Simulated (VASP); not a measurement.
# N (Pm) in VASP: notebook

Runs on N. Level: PBEsol. Tasks: single point.

Everything below comes from runs of VASP 6.6.1. Logs are shortened: lines on timing, memory, paths and dates and some standing lists are left out, and cuts for length are marked.

## (1) The cell of the first run

Symmetry: Pm, No. 6, monoclinic system. Conventional cell: a = 4.084 Å, b = 5.346 Å, c = 4.084 Å, α = 90.00°, β = 90.00°, γ = 90.00°. N (site symmetry m) has 1 N at 1.11 Å within 1.5 Å. N (site symmetry m) has 1 N at 1.00 Å within 1.3 Å. N (site symmetry m) has 1 N at 1.11 Å within 1.5 Å. N (site symmetry m) has 1 N at 1.00 Å within 1.3 Å.

## (2) Single point, PBEsol

File INCAR:

```
SYSTEM = N
  PREC = Accurate
  ENCUT = 520
  EDIFF = 1E-6
  ISMEAR = 1
  SIGMA = 0.01
  LREAL = .FALSE.
  LASPH = .TRUE.
  NELM = 60
  ALGO = Normal
  ISIF = 2
  LWAVE = .FALSE.
  LCHARG = .FALSE.
  GGA = PS
  NBANDS = 18
```

File KPOINTS:

```
regular mesh
0
G
  4 4 3
  0 0 0
```

File POSCAR:

```
N
1.0
    4.0840620000      0.0000000000      0.0000000000
    0.0000000000      4.0840620000      0.0000000000
    0.0000000000      0.0000000000      5.3459130000
N
4
Direct
    0.9042750000      0.9042750000      0.0000000000
    0.5957250000      0.4442750000      0.5000000000
    0.0957250000      0.0957250000      0.0000000000
    0.4042750000      0.5957250000      0.5000000000
```

Potentials or basis: VASP PAW PBE potentials, release 64 (N).

Started as:

```bash
> cat potpaw_PBE.64/N/POTCAR > POTCAR
> mpirun -np 1 vasp_std > vasp.out
```

OUTCAR:

```text
SYSTEM = N
   PREC = Accurate
   ENCUT = 520
   EDIFF = 1E-6
   ISMEAR = 1
   LREAL = .FALSE.
   LASPH = .TRUE.
   NELM = 60
   ISIF = 2
   GGA = PS

 ion  position               nearest neighbor table
   1  0.904  0.904  0.000-   3 1.11
   2  0.596  0.444  0.500-   4 1.00
   3  0.096  0.096  0.000-   1 1.11
   4  0.404  0.596  0.500-   2 1.00

  LATTYP: Found a simple tetragonal cell.
 ALAT       =     4.0840620000
 C/A-ratio  =     1.3089695994

  Lattice vectors:

 A1 = (   4.0840620000,   0.0000000000,   0.0000000000)
 A2 = (   0.0000000000,   4.0840620000,   0.0000000000)
 A3 = (   0.0000000000,   0.0000000000,   5.3459130000)

Analysis of symmetry for initial positions (statically):
=====================================================================
 Subroutine PRICEL returns:
 Original cell was already a primitive cell.

 Routine SETGRP: Setting up the symmetry group for a
 simple tetragonal supercell.

 Subroutine GETGRP returns: Found  2 space group operations
 (whereof  2 operations were pure point group operations)
 out of a pool of 16 trial point group operations.

The static configuration has the point symmetry C_1h.

Analysis of symmetry for dynamics (positions and initial velocities):
=====================================================================
 Subroutine PRICEL returns:
 Original cell was already a primitive cell.

 Routine SETGRP: Setting up the symmetry group for a
 simple tetragonal supercell.

 Subroutine GETGRP returns: Found  2 space group operations
 (whereof  2 operations were pure point group operations)
 out of a pool of 16 trial point group operations.

The dynamic configuration has the point symmetry C_1h.

 Subroutine INISYM returns: Found  2 space group operations
 (whereof  2 operations are pure point group operations),
 and found     1 'primitive' translations

----------------------------------------------------------------------------------------

                                     Primitive cell

  volume of cell :      89.1675

  direct lattice vectors                    reciprocal lattice vectors
     4.084062000  0.000000000  0.000000000     0.244854265  0.000000000  0.000000000
     0.000000000  4.084062000  0.000000000     0.000000000  0.244854265  0.000000000
     0.000000000  0.000000000  5.345913000     0.000000000  0.000000000  0.187058787

  length of vectors
     4.084062000  4.084062000  5.345913000     0.244854265  0.244854265  0.187058787

  position of ions in fractional coordinates (direct lattice)
     0.904275000  0.904275000  0.000000000
     0.595725000  0.444275000  0.500000000
     0.095725000  0.095725000  0.000000000
     0.404275000  0.595725000  0.500000000

  ion indices of the primitive-cell ions
   primitive index   ion index
                 1           1
                 2           2
                 3           3
                 4           4

----------------------------------------------------------------------------------------

 KPOINTS: regular mesh

Automatic generation of k-mesh.
 Grid dimensions read from file:
 generate k-points for:    4    4    3

 Generating k-lattice:

  Cartesian coordinates                     Fractional coordinates (reciprocal lattice)
     0.061213566  0.000000000  0.000000000     0.250000000  0.000000000  0.000000000
     0.000000000  0.061213566  0.000000000     0.000000000  0.250000000  0.000000000
     0.000000000  0.000000000  0.062352929     0.000000000  0.000000000  0.333333333

  Length of vectors
     0.061213566  0.061213566  0.062352929

  Shift w.r.t. Gamma in fractional coordinates (k-lattice)
     0.000000000  0.000000000  0.000000000

 Subroutine IBZKPT returns following result:
 ===========================================

 Found     20 irreducible k-points:

 Following reciprocal coordinates:
            Coordinates               Weight
  0.000000  0.000000  0.000000      1.000000
  0.250000  0.000000  0.000000      2.000000
  0.000000  0.250000  0.000000      2.000000
  0.500000  0.000000  0.000000      1.000000
  0.000000  0.500000  0.000000      1.000000
  0.250000  0.250000  0.000000      2.000000
[... 12 lines left out ...]
 -0.250000  0.500000  0.333333      4.000000
  0.500000  0.500000  0.333333      2.000000
   k-points           NKPTS =     20   k-points in BZ     NKDIM =     20   number of bands    NBANDS=     18
   number of dos      NEDOS =    301   number of ions     NIONS =      4
   total plane-waves  NPLWV =  36000
   dimension x,y,z NGX =    30 NGY =   30 NGZ =   40
   dimension x,y,z NGXF=    60 NGYF=   60 NGZF=   80
   ions per type =               4
   NGX,Y,Z   is equivalent  to a cutoff of  12.21, 12.21, 12.44 a.u.
   NGXF,Y,Z  is equivalent  to a cutoff of  24.42, 24.42, 24.88 a.u.
 SYSTEM =  N
   PREC   = accura    normal or accurate (medium, high low for compatibility)
   ISTART =      0    job   : 0-new  1-cont  2-samecut
   ICHARG =      2    charge: 1-file 2-atom 10-const
   ISPIN  =      1    spin polarized calculation?
   LNONCOLLINEAR =      F non collinear calculations
   LSORBIT =      F    spin-orbit coupling
   LASPH  =      T    aspherical Exc in radial PAW
   ENCUT  =  520.0 eV  38.22 Ry    6.18 a.u.   7.59  7.59  9.94*2*pi/ulx,y,z
   NELM   =     60;   NELMIN=  2; NELMDL= -5     # of ELM steps
   EDIFF  = 0.1E-05   stopping-criterion for ELM
   LREAL  =      F    real-space projection
   EDIFFG = 0.1E-04   stopping-criterion for IOM
   NSW    =      0    number of steps for IOM
   IBRION =     -1    ionic relax: 0-MD 1-quasi-New 2-CG
   NFREE  =      0    steps in history (QN), initial steepest desc. (CG)
   ISIF   =      2    stress and relaxation
   ISYM   =      2    0-nonsym 1-usesym 2-fastsym
   POTIM  = 0.5000    time-step for ionic-motion
   TEBEG  =    0.0;   TEEND  =   0.0 temperature during run
   PSTRESS=    0.0 pullay stress
   NELECT =      20.0000    total number of electrons
   NUPDOWN=      -1.0000    fix difference up-down
   EMIN   =  10.00;   EMAX   =-10.00  energy-range for DOS
   EFERMI =   0.00;   METHOD = LEGACY
   ISMEAR =     1;   SIGMA  =   0.01  broadening in eV -4-tet -1-fermi 0-gaus
   EFERMI_NEDOS =   21; number of points for ismear=-14 and -15
   IALGO  =     38    algorithm
   IMIX   =      4    mixing-type and parameters
     AMIX     =   0.40;   BMIX     =  1.00
     AMIX_MAG =   1.60;   BMIX_MAG =  1.00
  volume/ion in A,a.u.               =      22.29       150.43
  Fermi-wavevector in a.u.,A,eV,Ry     =   0.994678  1.879669 13.461399  0.989385
  Thomas-Fermi vector in A             =   2.126646
   LORBIT       =      0    0 simple, 1 ext, 2 COOP (PROOUT), +10 PAW based schemes
   GGA     = PS    functional components
   LHFCALC =     F    Hartree Fock is set to
   AEXX    =    0.0000 exact exchange contribution
   IVDW    =     0    specifies the selected vdW correction
   LEPSILON=     F    determine dielectric tensor
   LRPA    =     F    only Hartree local field effects (RPA)
 non-spin polarized calculation
 Methfessel and Paxton  Order N= 1 SIGMA  =   0.01
  energy-cutoff  :      520.00
  volume of cell :       89.17
 maximum number of plane-waves:      2419
   NGX = 15   NGY = 15   NGZ = 19

 number of electron      20.0000000 magnetization

 Free energy of the ion-electron system (eV)
  ---------------------------------------------------
  ext. energy  EPLUGINS =         0.00000000
  ---------------------------------------------------
  free energy    TOTEN  =       -32.78800308 eV

  energy without entropy =      -32.78800308  energy(sigma->0) =      -32.78800308

 E-fermi :  -6.3500     XC(G=0):  -6.4189

 val. band max:       -6.4232820027   @ k =   0.5000   0.5000   0.3333
 cond. band min:       0.6958785994   @ k =   0.0000   0.0000   0.0000
 fundamental gap:      7.1191606020
 Fermi energy:        -6.3499584484

 k-point     1 :       0.0000    0.0000    0.0000
  band No.  band energies     occupation
      1     -26.4739      2.00000
      2     -24.7897      2.00000
      3      -9.7895      2.00000
      4      -9.2467      2.00000
      5      -8.9985      2.00000
      6      -8.9254      2.00000
[... 10 lines left out ...]
     17       7.4097      0.00000
     18      11.3553      0.00000

 k-point     2 :       0.2500    0.0000    0.0000
  band No.  band energies     occupation
      1     -26.4699      2.00000
      2     -24.7837      2.00000
      3      -9.9074      2.00000
      4      -9.1942      2.00000
      5      -9.1883      2.00000
      6      -8.9892      2.00000
[... 10 lines left out ...]
     17       7.8926      0.00000
     18       9.5463      0.00000

 k-point     3 :       0.0000    0.2500    0.0000
  band No.  band energies     occupation
      1     -26.4701      2.00000
      2     -24.7838      2.00000
      3      -9.9077      2.00000
      4      -9.1981      2.00000
      5      -9.1888      2.00000
      6      -8.9204      2.00000
[... 10 lines left out ...]
     17       7.7998      0.00000
     18      10.0483      0.00000

 k-point     4 :       0.5000    0.0000    0.0000
  band No.  band energies     occupation
      1     -26.4658      2.00000
      2     -24.7778      2.00000
      3     -10.0268      2.00000
      4      -9.3964      2.00000
      5      -9.1381      2.00000
      6      -8.9748      2.00000
[... 291 lines left out ...]
      4      -9.3818      2.00000
      5      -9.1355      2.00000
      6      -9.1169      2.00000
[... 10 lines left out ...]
     17       8.2851      0.00000
     18       8.8208      0.00000

 k-point    19 :      -0.2500    0.5000    0.3333
  band No.  band energies     occupation
      1     -26.4622      2.00000
      2     -24.7717      2.00000
      3     -10.1121      2.00000
      4      -9.3368      2.00000
      5      -9.1355      2.00000
      6      -9.1178      2.00000
[... 10 lines left out ...]
     17       8.4713      0.00000
     18       8.7073      0.00000

 k-point    20 :       0.5000    0.5000    0.3333
  band No.  band energies     occupation
      1     -26.4585      2.00000
      2     -24.7657      2.00000
      3     -10.1717      2.00000
      4      -9.3447      2.00000
      5      -9.2593      2.00000
      6      -9.1226      2.00000
[... 10 lines left out ...]
     17       7.7042      0.00000
     18       8.0693      0.00000

------------------------ aborting loop because EDIFF is reached ----------------------------------------

  FORCE on cell =-STRESS in cart. coord.  units (eV):
  Direction    XX          YY          ZZ          XY          YZ          ZX
  --------------------------------------------------------------------------------------
  -------------------------------------------------------------------------------------
  Total       16.9910007     10.7743879     -0.0444907    -12.6338676      0.0000000      0.0000000
  in kB      305.2973264    193.5961202     -0.7994170   -227.0075830      0.0000000      0.0000000
  external PRESSURE =     166.0313432 kB  Pullay stress =       0.0000000 kB

 VOLUME and BASIS-vectors are now :
 -----------------------------------------------------------------------------
  energy-cutoff  :      520.00
  volume of cell :       89.17
      direct lattice vectors                 reciprocal lattice vectors
     4.084062000  0.000000000  0.000000000     0.244854265  0.000000000  0.000000000
     0.000000000  4.084062000  0.000000000     0.000000000  0.244854265  0.000000000
     0.000000000  0.000000000  5.345913000     0.000000000  0.000000000  0.187058787

 POSITION                                       TOTAL-FORCE (eV/Angst)
 -----------------------------------------------------------------------------------
      3.69312      3.69312      0.00000        -0.609220     -0.599020      0.000000
      2.43298      1.81445      2.67296        21.268019    -16.872309      0.000000
      0.39095      0.39095      0.00000         0.609111      0.607174      0.000000
      1.65108      2.43298      2.67296       -21.267910     16.864155      0.000000
 -----------------------------------------------------------------------------------
    total drift:                                0.000078      0.000204      0.000001

  FREE ENERGIE OF THE ION-ELECTRON SYSTEM (eV)
  ---------------------------------------------------
  free  energy   TOTEN  =       -32.7880030758 eV

  energy  without entropy=      -32.7880030758  energy(sigma->0) =      -32.78800308
```

It took 28 s on 1 thread of Intel Xeon 8259CL, shared host; peak memory 0.18 GiB.

Results:

* Free energy: -32.7880 eV
* Pressure: 16.6 GPa
* Largest force: 27.148 eV/Å
* Band gap on the k mesh: 7.12 eV (least direct gap 7.31 eV)

Forces in eV/Å, atoms in the order of the input:
```
N    -0.609  -0.599   0.000
N    21.268 -16.872   0.000
N     0.609   0.607   0.000
N   -21.268  16.864   0.000
```

Stress tensor (GPa, compression positive):
```
 30.53 -22.70   0.00
-22.70  19.36   0.00
  0.00   0.00  -0.08
```

Caveat: the standard files for N, O and F lose accuracy on very short bonds; the cell stands under pressure; this functional lacks dispersion, which holds the molecules together, so the pressure and a relaxed volume are unreliable; the PAW data sets were made with another functional, which shifts forces and pressure a little; an odd mesh through Γ misses points on the zone boundary, where band edges can lie.

## (3) Single point, PBEsol

File INCAR:

```
ALGO = Normal ; EDIFF = 1E-6
ENCUT = 520 ; GGA = PS
ISIF = 2 ; ISMEAR = 1
LASPH = True ; LCHARG = False
LREAL = False ; LWAVE = False
NBANDS = 18 ; NELM = 60
PREC = Accurate ; SIGMA = 0.01
```

File KPOINTS:

```
k-points
0
Gamma
  4 4 3
```

POSCAR, as its differences from that of step 2:

```diff
@@ -9,3 +9,3 @@
     0.9042750000      0.9042750000      0.0000000000
-    0.5957250000      0.4442750000      0.5000000000
+    0.5957250000      0.4542750000      0.5000000000
     0.0957250000      0.0957250000      0.0000000000
```

Potentials or basis: VASP PAW PBE potentials, release 64 (N).

Started as:

```bash
> cat potpaw_PBE.64/N/POTCAR > POTCAR
> mpirun -np 1 vasp_std > vasp.out
```

Wall time 34 s (1 thread of Intel Xeon 8259CL, shared host); peak memory 0.18 GiB.

Results (log left out):

```
Free energy            : -32.0026 eV
Pressure               : 21.4 GPa
Largest force          : 36.289 eV/Å
Band gap on the k mesh : 7.12 eV (least direct gap 7.33 eV)
```

Forces in eV/Å, atoms in the order of the input:
```
N    -0.610  -0.597   0.000
N    29.156 -21.605   0.000
N     0.610   0.607   0.000
N   -29.156  21.595   0.000
```

Stress tensor (GPa, compression positive):
```
 41.46 -29.28   0.00
-29.28  22.90   0.00
  0.00   0.00  -0.17
```

Levels at points of the mesh, in eV from the valence-band top:
| k point | band 8 | band 9 | band 10 | band 11 | band 12 | band 13 |
| --- | --- | --- | --- | --- | --- | --- |
| (0.00, 0.00, 0.00) | -1.53 | -1.07 | -0.21 | 7.12 | 8.04 | 9.12 |
| (0.50, 0.00, 0.00) | -1.74 | -0.28 | -0.17 | 7.83 | 7.84 | 9.49 |
| (0.00, 0.50, 0.00) | -1.74 | -0.37 | -0.28 | 7.83 | 7.83 | 9.54 |
| (0.50, 0.50, 0.00) | -1.70 | -0.10 | 0.00 | 7.60 | 8.59 | 9.29 |

Caveat: the standard files for N, O and F lose accuracy on very short bonds; atoms lie so close that the PAW spheres overlap strongly, which falsifies energies and pressures; the cell stands under pressure; this functional lacks dispersion, which holds the molecules together, so the pressure and a relaxed volume are unreliable; the PAW data sets were made with another functional, which shifts forces and pressure a little; an odd mesh through Γ misses points on the zone boundary, where band edges can lie.
